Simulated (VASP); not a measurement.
## RbBr: elastic constants with PBEsol

Crystal: RbBr.

```
Rb Br
1.0
     3.94987    0.00000    0.00000
     0.00000    3.94987    0.00000
     0.00000    0.00000    3.94987
Rb Br
1 1
Direct
  0.00000 0.00000 0.00000
  0.50000 0.50000 0.50000
```

```
Program                   : VASP 6.6.1
Task                      : elastic constants
Functional                : PBEsol
Potentials or basis       : VASP PAW PBE potentials, release 64 (Rb_sv, Br)
Cutoff                    : 600 eV
k mesh                    : 6 × 6 × 6
Occupations               : gaussian, width 0.01 eV
Spin                      : no spin polarisation
Dipole correction         : no
Ions in elastic constants : relaxed
Further INCAR settings    : ALGO = Normal; EDIFF = 1e-08; IBRION = 6; POTIM = 0.015; NSW = 1; ISIF = 3
```

```yaml
Elastic_constants_C11_C12_C44: 47, 14, 14 GPa
Voigt_bulk_modulus: 25 GPa
Highest_phonon_frequency_at_Γ_LO-TO_splitting_left_out: 97 cm⁻¹
```

Phonon frequencies in cm⁻¹ (negative: imaginary):
```tsv
q point	frequencies
(0.000, 0.000, 0.000)	0 0 0 97 97 97
```

Elastic tensor in Voigt notation (GPa, in the Cartesian axes of the cell as first typed):
```
47 14 14  0  0  0
14 47 14  0  0  0
14 14 47  0  0  0
 0  0  0 14  0  0
 0  0  0  0 14  0
 0  0  0  0  0 14
```

Clamped-ion elastic tensor (GPa):
```
47 14 14  0  0  0
14 47 14  0  0  0
14 14 47  0  0  0
 0  0  0 14  0  0
 0  0  0  0 14  0
 0  0  0  0  0 14
```

Run time: 3.3 min on 1 thread of Intel(R) Xeon(R) 6975P-C (Granite Rapids) (shared host), peak memory 0.28 GiB.

Caveat: the cell is under stress, which shifts elastic constants; the PAW data sets were made with another functional, which shifts forces and pressure a little.
